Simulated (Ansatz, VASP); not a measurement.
## Two plane-wave programs on KYSe2

```
K Se Y
1.0
     4.31975    0.00000    0.00000
     0.00000    4.31975    0.00000
     0.00000    0.00000    5.86828
K Se Y
1 2 1
Direct
  0.00000 0.00000 0.00000
  0.00000 0.00000 0.50000
  0.50000 0.50000 0.00000
  0.50000 0.50000 0.50000
```

Alike in both runs: task single point; functional HSE06; k mesh 4 × 4 × 2; occupations methfessel-paxton of order 1, width 0.001 eV; no spin polarisation.

```csv
,VASP,Ansatz
version,VASP 6.6.1,Ansatz 0.2.0
potentials or method,"VASP PAW PBE potentials, release 64 (K_sv, Se, Y_sv)",plane waves
plane-wave cutoff (eV),520,420
valence electrons in the cell,32,52
```

VASP gave:

```
gap on the k mesh at the Fermi level (eV) : 0.85
pressure (GPa)                            : 0.1
```

Question: Which values does Ansatz return?

Answer: gap on the k mesh at the Fermi level (eV): 0.84; pressure (GPa): 0.2.

The functional is the same, so the differences come from potentials, cutoffs and numerics. VASP's potentials hold 32 valence electrons a cell and Ansatz's 52, so a difference there can come from the potentials and not from the codes. Ansatz's warnings: stress exchange threshold loose, stress scf threshold loose.

The k mesh is coarse, so the values compare programs but aren't converged.
